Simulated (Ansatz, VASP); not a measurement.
## InRuS3 in VASP and in Ansatz

The input INCAR:

```
  PREC = Accurate
  ENCUT = 600
  EDIFF = 1E-7
  ISMEAR = 0
  SIGMA = 0.1
  LREAL = False
  LASPH = True
  NELM = 100
  ALGO = Normal
  ISIF = 3
  LWAVE = False
  LCHARG = False
  GGA = PE
  IBRION = 2
  NSW = 90
  EDIFFG = -0.04
```

The input KPOINTS:

```
regular mesh
0
Gamma
  6 6 6
```

File POSCAR:

```
InRuS3
1.0
    3.3111877308      1.9117151277      2.7135174966
   -3.3111877308      1.9117151277      2.7135174966
    0.0000000000     -3.8234302554      2.7135174966
In Ru S
1 1 3
Direct
    0.4484018799      0.4484018799      0.4484018799
    0.9488480492      0.9488480492      0.9488480492
    0.0315103433      0.4857963842      0.0315103433
    0.4857963842      0.0315103433      0.0315103433
    0.0315103433      0.0315103433      0.4857963842
```

Input for Ansatz:

```yaml
crystal:
  lattice:
    - [3.3111877308, 1.9117151277, 2.7135174966]
    - [-3.3111877308, 1.9117151277, 2.7135174966]
    - [0.0, -3.8234302554, 2.7135174966]
  atoms:
    - { symbol: In, position: [0.4484018799, 0.4484018799, 0.4484018799] }
    - { symbol: Ru, position: [0.9488480492, 0.9488480492, 0.9488480492] }
    - { symbol: S, position: [0.0315103433, 0.4857963842, 0.0315103433] }
    - { symbol: S, position: [0.4857963842, 0.0315103433, 0.0315103433] }
    - { symbol: S, position: [0.0315103433, 0.0315103433, 0.4857963842] }
basis:
  ecutwfc: 420
kpoints:
  mp_grid: { grid: [6, 6, 6] }
hamiltonian:
  xc: pbe
scf:
  occupations: { method: gaussian, width: 0.1 }
  lower_state_search: "off"
output:
  forces: true
  stress: true
  eigenvalues: true
relax:
  adjacent_minimum: "off"
  f_tol: 0.04
  max_steps: 70
  cell: { stress_tol: 0.4 }
```

Alike in both runs: task relaxation of cell and atoms; functional PBE; k mesh 6 × 6 × 6; occupations gaussian, width 0.1 eV; no spin polarisation.

|  | VASP | Ansatz |
| --- | --- | --- |
| version | VASP 6.6.1 | Ansatz 0.2.0 |
| potentials or method | VASP PAW PBE potentials, release 64 (In_d, Ru_pv, S), cutoff 600 eV | scalar-relativistic, plane waves, PAW |
| valence electrons in the cell | 45 | 47 |

Ansatz gave:

| Item | Value |
| --- | --- |
| gap on the k mesh at the Fermi level, each at its own relaxed structure (eV) | none |
| relaxed volume (Å³/atom) | 20.85 |
| relaxed cell length with the largest relative difference (Å) | 4.706 |

Task: What did VASP give for the same quantities?

Result: gap on the k mesh at the Fermi level, each at its own relaxed structure (eV): none; relaxed volume (Å³/atom): 20.57; relaxed cell length with the largest relative difference (Å): 4.685.

A gap of «none» marks a metal or a gap that the smearing closes. VASP's potentials hold 45 valence electrons a cell and Ansatz's 47, so a difference there can come from the potentials and not from the codes.
